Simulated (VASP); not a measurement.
# SiC (Cm) in VASP: single point with PBE

Aim: the single point of SiC with PBE.

Program: VASP 6.6.1. These are calculated values, not measurements. Logs are shortened: lines on timing, memory, paths and dates and some standing lists are left out, and cuts for length are marked.

### Step 1. The cell of the first run

Symmetry: Cm, No. 8, monoclinic system. The conventional cell has a = 5.328 Å, b = 3.076 Å, c = 10.442 Å, α = 90.00°, β = 104.78°, γ = 90.00°. Si (site symmetry m) has 4 C at 1.87 to 1.94 Å within 2.5 Å. Within 2.5 Å of Si (site symmetry m) lie 4 C at 1.87 to 1.94 Å. Si (site symmetry m) has 5 C at 1.87 to 2.48 Å within 2.5 Å. Si (site symmetry m) has 4 C at 1.87 to 1.94 Å within 2.5 Å. C (site symmetry m) has 4 Si at 1.87 to 1.94 Å within 2.5 Å. C (site symmetry m) has 4 Si at 1.87 to 1.94 Å within 2.5 Å. C (site symmetry m) has 5 Si at 1.87 to 2.48 Å within 2.5 Å. Within 2.5 Å of C (site symmetry m) lie 4 Si at 1.87 to 1.94 Å.

### Step 2. Single point, PBE

The input, INCAR:

```
SYSTEM = SiC
  PREC = Accurate
  ENCUT = 520
  EDIFF = 1E-6
  ISMEAR = 0
  SIGMA = 0.05
  LREAL = .False.
  LASPH = .True.
  NELM = 60
  ALGO = Normal
  ISIF = 2
  LWAVE = .False.
  LCHARG = .False.
  GGA = PE
  ISYM = 0
  NBANDS = 26
```

The input, KPOINTS:

```
Automatic mesh
0
Gamma
  10 10 3
  0 0 0
```

The input, POSCAR:

```
SiC
1.0
   -3.0759982064      0.0000000000      0.0000000000
   -1.5379991032     -2.6638925888      0.0000000000
   -1.5379991032      0.0000000000     10.0960000000
Si C
4 4
Direct
    0.0064583333      0.3333333333      0.6537500000
    0.2564583333      0.3333333333      0.1537500000
    0.2147916667      0.6666666667      0.9037500000
    0.4647916667      0.6666666667      0.4037500000
   -0.0897916667      0.3333333333      0.8462500000
    0.1602083333      0.3333333333      0.3462500000
    0.6185416667      0.6666666667      0.0962500000
    0.3685416667      0.6666666667      0.5962500000
```

Potentials or basis: VASP PAW PBE potentials, release 64 (Si, C).

Launch:

```
$ cat potpaw_PBE.64/Si/POTCAR potpaw_PBE.64/C/POTCAR > POTCAR
$ mpirun -np 1 vasp_std > vasp.out
```

OUTCAR:

```text
SYSTEM = SiC
   PREC = Accurate
   ENCUT = 520
   EDIFF = 1E-6
   ISMEAR = 0
   LREAL = .False.
   LASPH = .True.
   NELM = 60
   ISIF = 2
   GGA = PE
   ISYM = 0

 ion  position               nearest neighbor table
   1  0.006  0.333  0.654-   8 1.87   8 1.87   8 1.87   5 1.94   4 3.09   3 3.09   3 3.09   4 3.09
                             3 3.09   4 3.09
   2  0.256  0.333  0.154-   7 1.87   7 1.87   7 1.87   6 1.94   3 2.68   4 3.09   4 3.09   4 3.09

   3  0.215  0.667  0.904-   5 1.87   5 1.87   5 1.87   7 2.48   7 2.48   2 2.68   1 3.09   1 3.09
                             1 3.09
   4  0.465  0.667  0.404-   6 1.87   6 1.87   6 1.87   8 1.94   1 3.09   2 3.09   2 3.09   1 3.09
                             2 3.09   1 3.09
   5  0.910  0.333  0.846-   3 1.87   3 1.87   3 1.87   1 1.94
   6  0.160  0.333  0.346-   4 1.87   4 1.87   4 1.87   2 1.94
   7  0.619  0.667  0.096-   2 1.87   2 1.87   2 1.87   3 2.48   3 2.48
   8  0.369  0.667  0.596-   1 1.87   1 1.87   1 1.87   4 1.94

IMPORTANT INFORMATION: All symmetrisations will be switched off!
NOSYMM: (Re-)initialisation of all symmetry stuff for point group C_1.

----------------------------------------------------------------------------------------

                                     Primitive cell

  volume of cell :      82.7279

  direct lattice vectors                    reciprocal lattice vectors
    -3.075998206  0.000000000  0.000000000    -0.325097719  0.187695255 -0.049524564
    -1.537999103 -2.663892589  0.000000000     0.000000000 -0.375390511  0.000000000
    -1.537999103  0.000000000 10.096000000     0.000000000  0.000000000  0.099049128

  length of vectors
     3.075998206  3.075998206 10.212475569     0.378643260  0.375390511  0.099049128

  position of ions in fractional coordinates (direct lattice)
     0.006458333  0.333333333  0.653750000
     0.256458333  0.333333333  0.153750000
     0.214791667  0.666666667  0.903750000
     0.464791667  0.666666667  0.403750000
     0.910208333  0.333333333  0.846250000
     0.160208333  0.333333333  0.346250000
     0.618541667  0.666666667  0.096250000
     0.368541667  0.666666667  0.596250000

  ion indices of the primitive-cell ions
   primitive index   ion index
                 1           1
                 2           2
                 3           3
                 4           4
                 5           5
                 6           6
                 7           7
                 8           8

----------------------------------------------------------------------------------------

 KPOINTS: Automatic mesh
[... 97 lines left out ...]
   ISYM   =      0    0-nonsym 1-usesym 2-fastsym
   POTIM  = 0.5000    time-step for ionic-motion
   TEBEG  =    0.0;   TEEND  =   0.0 temperature during run
   PSTRESS=    0.0 pullay stress
   NELECT =      32.0000    total number of electrons
   NUPDOWN=      -1.0000    fix difference up-down
   EMIN   =  10.00;   EMAX   =-10.00  energy-range for DOS
   EFERMI =   0.00;   METHOD = LEGACY
   ISMEAR =     0;   SIGMA  =   0.05  broadening in eV -4-tet -1-fermi 0-gaus
   EFERMI_NEDOS =   21; number of points for ismear=-14 and -15
   IALGO  =     38    algorithm
   IMIX   =      4    mixing-type and parameters
     AMIX     =   0.40;   BMIX     =  1.00
     AMIX_MAG =   1.60;   BMIX_MAG =  1.00
  volume/ion in A,a.u.               =      10.34        69.78
  Fermi-wavevector in a.u.,A,eV,Ry     =   1.192818  2.254099 19.358564  1.422814
  Thomas-Fermi vector in A             =   2.328847
   LORBIT       =      0    0 simple, 1 ext, 2 COOP (PROOUT), +10 PAW based schemes
   GGA     = PE    functional components
   LHFCALC =     F    Hartree Fock is set to
   AEXX    =    0.0000 exact exchange contribution
   IVDW    =     0    specifies the selected vdW correction
   LEPSILON=     F    determine dielectric tensor
   LRPA    =     F    only Hartree local field effects (RPA)
 non-spin polarized calculation
 Gauss-broadening in eV      SIGMA  =   0.05
  energy-cutoff  :      520.00
  volume of cell :       82.73
 maximum number of plane-waves:      2246
   NGX = 11   NGY = 11   NGZ = 37

 number of electron      31.9999999 magnetization

 Free energy of the ion-electron system (eV)
  ---------------------------------------------------
  ext. energy  EPLUGINS =         0.00000000
  ---------------------------------------------------
  free energy    TOTEN  =       -58.11069896 eV

  energy without entropy =      -58.11069893  energy(sigma->0) =      -58.11069894

 E-fermi :   9.0198     XC(G=0): -11.3933

 val. band max:        8.8646162681   @ k =   0.1000   0.1000  -0.0000
 cond. band min:       9.1685803111   @ k =   0.5000   0.0000  -0.0000
 fundamental gap:      0.3039640430
 Fermi energy:         9.0197843425

 k-point     1 :       0.0000    0.0000    0.0000
  band No.  band energies     occupation
      1      -7.2937      2.00000
      2      -6.1387      2.00000
      3      -6.0472      2.00000
      4      -3.7885      2.00000
      5      -0.1624      2.00000
      6       3.9156      2.00000
[... 685 lines left out ...]
     25      16.9470      0.00000
     26      17.5427      0.00000

 [... further k-points ...]

------------------------ aborting loop because EDIFF is reached ----------------------------------------

  FORCE on cell =-STRESS in cart. coord.  units (eV):
  Direction    XX          YY          ZZ          XY          YZ          ZX
  --------------------------------------------------------------------------------------
  -------------------------------------------------------------------------------------
  Total       -2.1753688      3.1079509      3.0579033     -0.0014130     -2.9774032     -0.0001058
  in kB      -42.1299897     60.1911456     59.2218816     -0.0273652    -57.6628498     -0.0020496
  external PRESSURE =      25.7610125 kB  Pullay stress =       0.0000000 kB

 VOLUME and BASIS-vectors are now :
 -----------------------------------------------------------------------------
  energy-cutoff  :      520.00
  volume of cell :       82.73
      direct lattice vectors                 reciprocal lattice vectors
    -3.075998206  0.000000000  0.000000000    -0.325097719  0.187695255 -0.049524564
    -1.537999103 -2.663892589  0.000000000     0.000000000 -0.375390511  0.000000000
    -1.537999103  0.000000000 10.096000000     0.000000000  0.000000000  0.099049128

 POSITION                                       TOTAL-FORCE (eV/Angst)
 -----------------------------------------------------------------------------------
     -1.53800     -0.88796      6.60026        -0.000217      0.269305      0.467867
     -1.53800     -0.88796      1.55226        -0.000266      0.434047      0.812715
     -3.07600     -1.77593      9.12426        -0.000207     -0.326488      0.659470
     -3.07600     -1.77593      4.07626         0.000205      0.034730      0.518937
     -4.61400     -0.88796      8.54374        -0.000527      0.694419     -1.293351
     -1.53800     -0.88796      3.49574        -0.000358     -0.111221     -0.444537
     -3.07600     -1.77593      0.97174         0.000934     -1.036946     -0.099034
     -3.07600     -1.77593      6.01974         0.000435      0.042153     -0.622067
 -----------------------------------------------------------------------------------
    total drift:                                0.000157      0.000093     -0.000027

  FREE ENERGIE OF THE ION-ELECTRON SYSTEM (eV)
  ---------------------------------------------------
  free  energy   TOTEN  =       -58.1106989570 eV

  energy  without entropy=      -58.1106989295  energy(sigma->0) =      -58.11069894
```

Wall time 4.8 min (1 thread of Intel Xeon Platinum 8259CL at 2.50GHz (Skylake/Cascade Lake), shared host); peak memory 0.36 GiB.

What came out:

```
Free energy            : -58.1107 eV
Pressure               : 2.6 GPa
Largest force          : 1.468 eV/Å
Band gap on the k mesh : 0.30 eV (least direct gap 0.87 eV)
```

Forces in eV/Å, atoms in the order of the input:
```
Si   0.000  0.269  0.468
Si   0.000  0.434  0.813
Si   0.000 -0.326  0.659
Si   0.000  0.035  0.519
C   -0.001  0.694 -1.293
C    0.000 -0.111 -0.445
C    0.001 -1.037 -0.099
C    0.000  0.042 -0.622
```

Caveat: an odd mesh through Γ misses points on the zone boundary, where band edges can lie; forces of over 1 eV/Å act on the atoms, so gaps and moduli don't describe the material at rest.
